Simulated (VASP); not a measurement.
# LiBe16 (a cell with a defect) in VASP: a series of runs

LiBe16 (a cell with a defect) is run at these levels: PBE; tasks: single point.

All numbers are computed with VASP 6.6.1; they aren't measurements. Logs are shortened: lines on timing, memory, paths and dates and some standing lists are left out, and cuts for length are marked.

### Step 1. The cell of the first run

The cell holds a defect, 17 atoms: a = 4.580 Å, b = 3.966 Å, c = 7.177 Å, α = 90.00°, β = 90.00°, γ = 90.00°.

### Step 2. Single point, PBE

The input, INCAR:

```
SYSTEM = LiBe16
ALGO = Normal
EDIFF = 1E-6
ENCUT = 520
GGA = PE
ISIF = 2
ISMEAR = 0
LASPH = .TRUE.
LCHARG = .FALSE.
LREAL = Auto
LWAVE = .FALSE.
NBANDS = 32
NELM = 60
PREC = Accurate
SIGMA = 0.1
```

The input, KPOINTS:

```
k-points
0
G
  4 4 3
  0 0 0
```

The input, POSCAR:

```
LiBe16
1.0
   -2.2900000000     -3.9663960000      0.0000000000
    3.4350000000     -1.9831980000      0.0000000000
    0.0000000000      0.0000000000      7.1768600000
Be Li
16 1
Direct
    0.7534681133      0.5248669518      0.0100206776
    0.4917318772      0.3334355164      0.2519291166
    0.7330678337      0.3520105791      0.5069332549
    0.4993954440      0.3746231635      0.7621808145
    0.5052878586      0.0151983104      0.0062652748
    0.2556243901      0.8477426065      0.2546875653
    0.5455398288     -0.0585085275      0.5001467215
    0.2538243408      0.8450977410      0.7686144080
    0.2542963715      0.5248441604      0.0093309609
    0.0045688177      0.3853640735      0.2575383942
    0.3190155366      0.5562979851      0.4994450219
   -0.0048490325      0.4102188400      0.7667178961
    0.0111135673      0.0350460172      0.0095318844
    0.7587600212      0.8816120665      0.2482701349
   -0.0545285375     -0.2484175694      0.5063531962
    0.7633851125      0.9209737723      0.7589745376
    0.1591824663      0.1447033036      0.5338975541
```

Potentials or basis: VASP PAW PBE potentials, release 64 (Be, Li_sv).

Launch:

```sh
$ cat potpaw_PBE.64/Be/POTCAR potpaw_PBE.64/Li_sv/POTCAR > POTCAR
$ mpirun -np 1 vasp_std > vasp.out
```

OUTCAR:

```text
SYSTEM = LiBe16
   EDIFF = 1E-6
   ENCUT = 520
   GGA = PE
   ISIF = 2
   ISMEAR = 0
   LASPH = .TRUE.
   LREAL = Auto
   NELM = 60
   PREC = Accurate

 ion  position               nearest neighbor table
   1  0.753  0.525  0.010-  12 2.12  10 2.19   4 2.21  14 2.22   2 2.24   5 2.25  13 2.27   9 2.29
                             9 2.29   5 2.32  13 2.34
   2  0.492  0.333  0.252-  11 2.14   3 2.14   5 2.17  14 2.17   9 2.19   6 2.21  10 2.24   1 2.24
                             6 2.31  10 2.36   7 2.38
   3  0.733  0.352  0.507-   7 1.84  15 1.86  11 2.06   4 2.12  17 2.13   2 2.14  10 2.18  12 2.23
[... 15 lines left out ...]
  11  0.319  0.556  0.499-  17 1.81   7 1.85  15 1.88   3 2.06   6 2.12   2 2.14   4 2.18   8 2.27
                            10 2.36  17 2.46
  12  0.995  0.410  0.767-   8 2.09  17 2.11   1 2.12   9 2.16  16 2.21   3 2.23   4 2.28  16 2.29
                            13 2.29   4 2.31  15 2.32
  13  0.011  0.035  0.010-  14 2.15  16 2.17   8 2.19   6 2.21   9 2.24  10 2.26   5 2.26   1 2.27
                            12 2.29   9 2.31   5 2.32   1 2.34
  14  0.759  0.882  0.248-   7 2.07  15 2.10  13 2.15   5 2.16   2 2.17   1 2.22  10 2.27   6 2.28
                            10 2.29   6 2.31
  15  0.945  0.752  0.506-  17 1.85   3 1.86  11 1.88   7 1.98  14 2.10  16 2.11  10 2.32  12 2.32
                             6 2.33   8 2.38
  16  0.763  0.921  0.759-  15 2.11   7 2.11   5 2.16   4 2.17  13 2.17  12 2.21   8 2.27  12 2.29
                             8 2.35
  17  0.159  0.145  0.534-  11 1.81  15 1.85   7 1.96   8 2.11  12 2.11   3 2.13  10 2.31   6 2.37
                             4 2.44  11 2.46

  LATTYP: Found a simple orthorhombic cell.
 ALAT       =     3.9663962620
 B/A-ratio  =     1.1547004875
 C/A-ratio  =     1.8094157835

  Lattice vectors:

 A1 = (  -3.4350000000,   1.9831980000,   0.0000000000)
 A2 = (  -2.2900000000,  -3.9663960000,   0.0000000000)
 A3 = (   0.0000000000,   0.0000000000,   7.1768600000)

Analysis of symmetry for initial positions (statically):
=====================================================================
 Subroutine PRICEL returns:
 Original cell was already a primitive cell.

 Routine SETGRP: Setting up the symmetry group for a
 simple orthorhombic supercell.

 Subroutine GETGRP returns: Found  1 space group operations
 (whereof  1 operations were pure point group operations)
 out of a pool of  8 trial point group operations.

The static configuration has the point symmetry C_1 .

Analysis of symmetry for dynamics (positions and initial velocities):
=====================================================================
 Subroutine PRICEL returns:
 Original cell was already a primitive cell.

 Routine SETGRP: Setting up the symmetry group for a
 simple orthorhombic supercell.

[... 147 lines left out ...]
   EMIN   =  10.00;   EMAX   =-10.00  energy-range for DOS
   EFERMI =   0.00;   METHOD = LEGACY
   ISMEAR =     0;   SIGMA  =   0.10  broadening in eV -4-tet -1-fermi 0-gaus
   EFERMI_NEDOS =   21; number of points for ismear=-14 and -15
   IALGO  =     38    algorithm
   IMIX   =      4    mixing-type and parameters
     AMIX     =   0.40;   BMIX     =  1.00
     AMIX_MAG =   1.60;   BMIX_MAG =  1.00
  volume/ion in A,a.u.               =       7.67        51.75
  Fermi-wavevector in a.u.,A,eV,Ry     =   1.056085  1.995711 15.174786  1.115315
  Thomas-Fermi vector in A             =   2.191307
   LORBIT       =      0    0 simple, 1 ext, 2 COOP (PROOUT), +10 PAW based schemes
   GGA     = PE    functional components
   LHFCALC =     F    Hartree Fock is set to
   AEXX    =    0.0000 exact exchange contribution
   IVDW    =     0    specifies the selected vdW correction
   LEPSILON=     F    determine dielectric tensor
   LRPA    =     F    only Hartree local field effects (RPA)
 non-spin polarized calculation
 Gauss-broadening in eV      SIGMA  =   0.10
  energy-cutoff  :      520.00
  volume of cell :      130.38
 maximum number of plane-waves:      3529
 NGX is ok and might be reduce to    36
   NGX = 17   NGY = 15   NGZ = 27

 number of electron      35.0000002 magnetization

 Free energy of the ion-electron system (eV)
  ---------------------------------------------------
  ext. energy  EPLUGINS =         0.00000000
  ---------------------------------------------------
  free energy    TOTEN  =       -57.30392573 eV

  energy without entropy =      -57.28760271  energy(sigma->0) =      -57.29576422

 E-fermi :   7.2903     XC(G=0): -10.6562

 val. band max:        7.2616112870   @ k =   0.5000   0.0000   0.3333
 cond. band min:       7.2916089635   @ k =   0.0000   0.0000   0.0000
 fundamental gap:      0.0299976765
 Fermi energy:         7.2902543730

 k-point     1 :       0.0000    0.0000    0.0000
  band No.  band energies     occupation
      1     -38.9764      2.00000
      2      -4.0556      2.00000
      3      -2.1131      2.00000
      4      -1.8761      2.00000
      5       0.9993      2.00000
      6       1.1147      2.00000
[... 757 lines left out ...]
     28      13.2011      0.00000
     29      13.4448      0.00000

 [... further k-points ...]

 [bands above 29 left out]

------------------------ aborting loop because EDIFF is reached ----------------------------------------

  FORCE on cell =-STRESS in cart. coord.  units (eV):
  Direction    XX          YY          ZZ          XY          YZ          ZX
  --------------------------------------------------------------------------------------
  -------------------------------------------------------------------------------------
  Total       10.8275346     14.6162280      3.3384502     -4.3383153     -0.1814440      1.2225179
  in kB      133.0589642    179.6180042     41.0260267    -53.3133126     -2.2297548     15.0234533
  external PRESSURE =     117.9009984 kB  Pullay stress =       0.0000000 kB

 VOLUME and BASIS-vectors are now :
 -----------------------------------------------------------------------------
  energy-cutoff  :      520.00
  volume of cell :      130.38
      direct lattice vectors                 reciprocal lattice vectors
    -2.290000000 -3.966396000  0.000000000    -0.109170306 -0.189088533  0.000000000
     3.435000000 -1.983198000  0.000000000     0.218340611 -0.126059022  0.000000000
     0.000000000  0.000000000  7.176860000     0.000000000  0.000000000  0.139336702

 POSITION                                       TOTAL-FORCE (eV/Angst)
 -----------------------------------------------------------------------------------
      0.07748     -4.02947      0.07192         0.095280     -0.072867      0.014360
      0.01929     -2.61167      1.80806         0.016707     -0.101701      0.023871
     -0.46957     -3.60574      3.63819         0.014211      0.066929      0.107189
      0.14321     -2.72375      5.47007        -0.302452      0.421213      0.055312
     -1.10490     -2.03431      0.04497         0.118294     -0.102372      0.019537
      2.32662     -2.69515      1.82786         0.093635     -0.055422      0.042363
[... 9 lines left out ...]
      1.41539     -4.85436      5.44705        -0.163254      0.062664     -0.005837
      0.13253     -0.91836      3.83171         0.197090      0.468253     -0.529279
 -----------------------------------------------------------------------------------
    total drift:                               -0.000042      0.001767      0.000194

  FREE ENERGIE OF THE ION-ELECTRON SYSTEM (eV)
  ---------------------------------------------------
  free  energy   TOTEN  =       -57.3039257292 eV

  energy  without entropy=      -57.2876027060  energy(sigma->0) =      -57.29576422
```

stdout:

```text
POSCAR found type information on POSCAR BeLi
 POSCAR found :  2 types and      17 ions
 scaLAPACK will be used
 LDA part: xc-table for (Slater+PW92), standard interpolation
 POSCAR, INCAR and KPOINTS ok, starting setup
 FFT: planning ... GRIDC
 FFT: planning ... GRID_SOFT
 FFT: planning ... GRID
 WAVECAR not read
 entering main loop
```

Wall time 2.3 min (1 thread of AMD EPYC 9R45 (Zen 5), shared host); peak memory 0.22 GiB.

Results:

| Property | Result |
| --- | --- |
| Free energy | -57.3039 eV |
| Largest force | 0.734 eV/Å |
| Band gap on the k mesh | zero (an odd number of electrons rules out a gap without spin polarisation) |

Forces in eV/Å, atoms in the order of the input:
```
Be   0.095 -0.073  0.014
Be   0.017 -0.102  0.024
Be   0.014  0.067  0.107
Be  -0.302  0.421  0.055
Be   0.118 -0.102  0.020
Be   0.094 -0.055  0.042
Be   0.170 -0.024  0.037
Be   0.056 -0.275 -0.051
Be   0.055 -0.084  0.059
Be   0.065 -0.086  0.049
Be  -0.116 -0.239  0.110
Be  -0.035 -0.127  0.025
Be   0.043 -0.015  0.011
Be  -0.006 -0.020  0.010
Be  -0.303  0.184  0.023
Be  -0.163  0.063 -0.006
Li   0.197  0.468 -0.529
```

Caveat: the k points lie up to 0.40 Å⁻¹ apart, too coarse for converged energies and pressures of a metal; the cutoff is under 1.25 times the usual one of these potentials, so pressure, stress and relaxed cells hold a basis-set (Pulay) error.

### Step 3. Single point, PBE

The input, INCAR:

```
SYSTEM = LiBe16
PREC     = Accurate       ! precision mode
ENCUT    = 520            ! plane-wave cutoff, eV
EDIFF    = 1E-7           ! SCF threshold, eV
ISMEAR   = 0              ! smearing method
SIGMA    = 0.1            ! smearing width, eV
LREAL    = Auto         
LASPH    = .True.         ! aspherical terms in the spheres
NELM     = 80             ! most SCF steps
ALGO     = Normal         ! electronic algorithm
ISIF     = 2              ! what is computed and relaxed
LWAVE    = .False.        ! write WAVECAR
LCHARG   = .False.        ! write CHGCAR
GGA      = PE             ! functional
NBANDS   = 32             ! bands
```

The input, KPOINTS:

```
regular mesh
0
Gamma
  4 4 3
  0 0 0
```

The input, POSCAR:

```
LiBe16
1.0
   -2.2900000000     -3.9663960000      0.0000000000
    3.4350000000     -1.9831980000      0.0000000000
    0.0000000000      0.0000000000      7.1768600000
Be Li
16 1
Direct
    0.7512225609      0.5111894220      0.0131985297
    0.4930686537      0.3272469336      0.2524004927
    0.7384120804      0.3628045601      0.5087297230
    0.5101888667      0.4075008748      0.7629843692
    0.5009548659      0.0042616137      0.0057148948
    0.2530186331      0.8456144599      0.2553222440
    0.5491578451     -0.0658085982      0.4925531500
    0.2422587918      0.8318819893      0.7748824695
    0.2506231064      0.5156401495      0.0108038892
    0.0040740469      0.3706385931      0.2605241011
    0.3077681249      0.5589324618      0.4935439733
   -0.0153311623      0.4126927623      0.7712881399
    0.0069897642      0.0251678486      0.0114821802
    0.7539743697      0.8622568578      0.2444208191
   -0.0482465936     -0.2153198542      0.5048504499
    0.7578018052      0.9351138672      0.7562002045
    0.1940304614      0.1524549510      0.5636756186
```

Potentials or basis: VASP PAW PBE potentials, release 64 (Be, Li_sv).

Launch:

```sh
$ cat potpaw_PBE.64/Be/POTCAR potpaw_PBE.64/Li_sv/POTCAR > POTCAR
$ mpirun -np 1 vasp_std > vasp.out
```

It took 2.5 min on 1 thread of AMD EPYC 9R45 (Zen 5), shared host; peak memory 0.22 GiB.

The run converged. Its results:

* Free energy: -56.7940 eV
* Largest force: 1.073 eV/Å
* Band gap on the k mesh: zero (an odd number of electrons rules out a gap without spin polarisation)

Forces on the atoms (eV/Å):
```
Be   0.113 -0.085  0.043
Be   0.002 -0.184  0.045
Be  -0.096  0.070  0.213
Be  -0.430  0.587  0.148
Be   0.190 -0.138  0.012
Be   0.144 -0.079  0.060
Be   0.185 -0.248 -0.081
Be   0.122 -0.387 -0.007
Be   0.051 -0.091  0.129
Be   0.030 -0.099  0.151
Be  -0.107 -0.436  0.122
Be  -0.019 -0.164  0.070
Be   0.034  0.024 -0.014
Be  -0.017  0.013 -0.022
Be  -0.361  0.435 -0.018
Be  -0.152  0.081 -0.097
Li   0.312  0.700 -0.752
```

Levels at points of the mesh, in eV from the Fermi level:
```
           k point  band 14  band 15  band 16  band 17  band 18  band 19  band 20  band 21
(0.00, 0.00, 0.00)    -3.16    -2.91    -1.31    -0.17     0.11     0.55     0.62     1.14
(0.50, 0.00, 0.00)    -2.28    -1.95    -1.59    -1.12    -0.43    -0.12     0.17     0.51
(0.00, 0.50, 0.00)    -3.61    -3.29    -2.76    -2.13    -0.15     0.67     1.15     1.26
(0.50, 0.50, 0.00)    -1.28    -1.05    -0.87     0.00     0.27     0.55     0.65     1.26
```

Caveat: the k points lie up to 0.40 Å⁻¹ apart, too coarse for converged energies and pressures of a metal; the cutoff is under 1.25 times the usual one of these potentials, so pressure, stress and relaxed cells hold a basis-set (Pulay) error.

The gap in the log of VASP goes by the Fermi energy; the results here count the filled bands.